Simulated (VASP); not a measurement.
Write the native input for VASP 6.6.1 that does the following.

- Task: single point
- Functional: PBE
- Potentials or basis: VASP PAW PBE potentials, release 64 (Cd, Se)
- Cutoff: 520 eV
- k mesh: 12 × 12 × 12
- Occupations: gaussian, width 0.02 eV
- Spin: no spin polarisation
- Dipole correction: no
- Further INCAR settings: ALGO = Normal; EDIFF = 1e-06; NBANDS = 16

The structure of CdSe lies in POSCAR:

```
CdSe
1.0
   -2.1909921526      2.1909921526      3.0951885681
    2.1909921526     -2.1909921526      3.0951885681
    2.1909921526      2.1909921526     -3.0951885681
Cd Se
1 1
Direct
    0.0000000000      0.0000000000      0.0000000000
    0.2500000000      0.7500000000      0.5000000000
```

These files were run (other wordings do the same):

INCAR

```
PREC = Accurate ; ENCUT = 520
EDIFF = 1E-6 ; ISMEAR = 0
SIGMA = 0.02 ; LREAL = False
LASPH = True ; NELM = 100
ALGO = Normal ; ISIF = 2
LWAVE = False ; LCHARG = False
GGA = PE ; NBANDS = 16
```

KPOINTS

```
regular mesh
0
Gamma
  12 12 12
```

Potentials or basis: VASP PAW PBE potentials, release 64 (Cd, Se).

The run is started by

```bash
$ cat potpaw_PBE.64/Cd/POTCAR potpaw_PBE.64/Se/POTCAR > POTCAR
$ mpirun -np 1 vasp_std > vasp.out
```

It gave:

The pressure is 0.3 GPa and the band gap on the k mesh is 0.49 eV, direct.

Run time: 94 s on 1 thread of Intel(R) Xeon(R) Platinum 8488C (Sapphire Rapids), on a shared host, peak memory 0.32 GiB.
